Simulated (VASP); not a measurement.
Write the native input for VASP 6.6.1 that does the following.

- Task: single point
- Functional: r2SCAN
- Dispersion: D3(BJ)
- Potentials or basis: VASP PAW PBE potentials, release 64 (Ce, O, V_sv)
- Cutoff: 800 eV
- k mesh: 5 × 5 × 5
- Occupations: fermi-dirac, width 0.1 eV
- Spin: no spin polarisation
- Dipole correction: no
- Further INCAR settings: ALGO = Normal; EDIFF = 1e-06; NBANDS = 40

Ce2VO4:

```
Ce O V
1.0
     0.00000    3.84373    0.00000
     3.84373    0.00000    0.00000
     1.92186    1.92186   -6.13465
Ce O V
2 4 1
Direct
  0.35600 0.35600 0.28800
  0.64400 0.64400 0.71200
  0.50000 0.00000 0.00000
  0.00000 0.50000 0.00000
  0.16600 0.16600 0.66800
  0.83400 0.83400 0.33200
  0.00000 0.00000 0.00000
```

These files were run (other wordings do the same):

POSCAR

```
Ce2VO4
1.0
    0.0000000000      3.8437309900      0.0000000000
    3.8437309900      0.0000000000      0.0000000000
    1.9218649900      1.9218649900     -6.1346546900
Ce O V
2 4 1
Direct
    0.3560000000      0.3560000000      0.2880000000
    0.6440000000      0.6440000000      0.7120000000
    0.5000000000      0.0000000000      0.0000000000
    0.0000000000      0.5000000000      0.0000000000
    0.1660000000      0.1660000000      0.6680000000
    0.8340000000      0.8340000000      0.3320000000
    0.0000000000      0.0000000000      0.0000000000
```

INCAR.step1

```
ALGO = Normal
EDIFF = 1E-5
ENCUT = 800
GGA = PE
GGA_COMPAT = F
ISMEAR = -1
LASPH = T
LCHARG = F
LMAXMIX = 6
LREAL = F
LWAVE = T
NBANDS = 40
NELM = 200
PREC = Accurate
SIGMA = 0.1
```

INCAR.step2

```
ALGO = Normal
EDIFF = 1E-6
ENCUT = 800
GGA_COMPAT = F
ISIF = 2
ISMEAR = -1
ISTART = 1
IVDW = 12
LASPH = T
LCHARG = F
LMAXMIX = 6
LMIXTAU = T
LREAL = F
LWAVE = F
METAGGA = R2SCAN
NBANDS = 40
NELM = 200
PREC = Accurate
SIGMA = 0.1
VDW_A1 = 0.49484001
VDW_A2 = 5.73083694
VDW_S6 = 1.0
VDW_S8 = 0.78981345
```

KPOINTS

```
k-points
0
Gamma
  5 5 5
```

Potentials or basis: VASP PAW PBE potentials, release 64 (Ce, O, V_sv).

The run is started by

```bash
$ cat potpaw_PBE.64/Ce/POTCAR potpaw_PBE.64/O/POTCAR potpaw_PBE.64/V_sv/POTCAR > POTCAR
$ cp INCAR.step1 INCAR
$ mpirun -np 1 vasp_std > vasp.out
$ cp INCAR.step2 INCAR
$ mpirun -np 1 vasp_std > vasp.out
```

It gave:

```json
{
 "Pressure": "-4.8 GPa",
 "Largest force": "0.833 eV/Å",
 "Band gap on the k mesh": "zero (an odd number of electrons rules out a gap without spin polarisation)",
 "Dispersion energy per atom": "-0.144 eV"
}
```

Caveat: the cell stands under tension; the PAW data sets were made with another functional, which shifts forces and pressure a little; spin-orbit coupling is left out, which moves the levels of the heavy elements; an odd number of electrons without spin polarisation forces a metal; a magnetic or distorted state may lie lower; the run has no spin polarisation, though such a crystal can be magnetic; semilocal functionals describe open f shells poorly, which spoils levels, moments and volumes.

Wall time 11 min on 1 thread of Intel Xeon 8259CL, on a shared host, peak memory 0.4 GiB.
